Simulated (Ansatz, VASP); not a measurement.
## One calculation of CdSe, two programs

```
Cd Se
1.0
     4.31902    0.00000    0.00000
    -2.15951    3.74038    0.00000
     0.00000    0.00000    7.04126
Cd Se
2 2
Direct
  0.33333 0.66667 0.99952
  0.66667 0.33333 0.49952
  0.33333 0.66667 0.37548
  0.66667 0.33333 0.87548
```

Change from the starting cell: hydrostatic strain -0.5%.

Alike in both runs: task single point; functional PBE; k mesh 12 × 12 × 4; occupations fermi-dirac, width 0.02 eV; no spin polarisation.

|  | VASP | Ansatz |
| --- | --- | --- |
| version | VASP 6.6.1 | Ansatz 0.2.0 |
| potentials or method | VASP PAW PBE potentials, release 64 (Cd, Se) | plane waves, PAW |
| plane-wave cutoff (eV) | 520 | 420 |
| valence electrons in the cell | 36 | 72 |

|  | VASP | Ansatz | Ansatz less VASP |
| --- | --- | --- | --- |
| pressure (GPa) | 2.6 | 2.2 | -0.31 |
| traceless stress, the component that is largest in VASP (GPa) | 0.05 | 0.05 | -0.002 |

With one functional, cell and mesh, what is left measures potentials, basis and numerics. VASP's potentials hold 36 valence electrons a cell and Ansatz's 72, so a difference there can come from the potentials and not from the codes.
